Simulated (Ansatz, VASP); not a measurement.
**W3C in VASP and in Ansatz**

```xyz
4
Lattice="2.7318 0.0000 0.0000 -0.9106 2.5755 0.0000 0.0000 0.0000 21.3159" Properties=species:S:1:pos:R:3 pbc="T T T"
W     0.9106    1.2878    4.0000
W     0.0000    0.0000    6.1580
W     0.9106    1.2878    8.3159
C     1.8212    2.5755   10.0559
```

Alike in both runs: task single point; functional PBEsol; k mesh 10 × 10 × 1; occupations gaussian, width 0.1 eV; no spin polarisation.

|  | VASP | Ansatz |
| --- | --- | --- |
| version | VASP 6.6.1 | Ansatz 0.2.0 |
| potentials or method | VASP PAW PBE potentials, release 64 (W_sv, C), cutoff 520 eV | scalar-relativistic, plane waves, PAW |
| valence electrons in the cell | 46 | 46 |

```tsv
	VASP	Ansatz	Ansatz less VASP
gap on the k mesh at the Fermi level (eV)	none	none	-
rms of the force components (eV/Å)	1.336	1.339	+0.0029
```

VASP's potentials were made for PBE, not for PBEsol. Atom by atom the forces differ by 0.015 eV/Å (rms over components). A gap of «none» marks a metal or a gap that the smearing closes.

Neither program's run includes spin-orbit coupling.
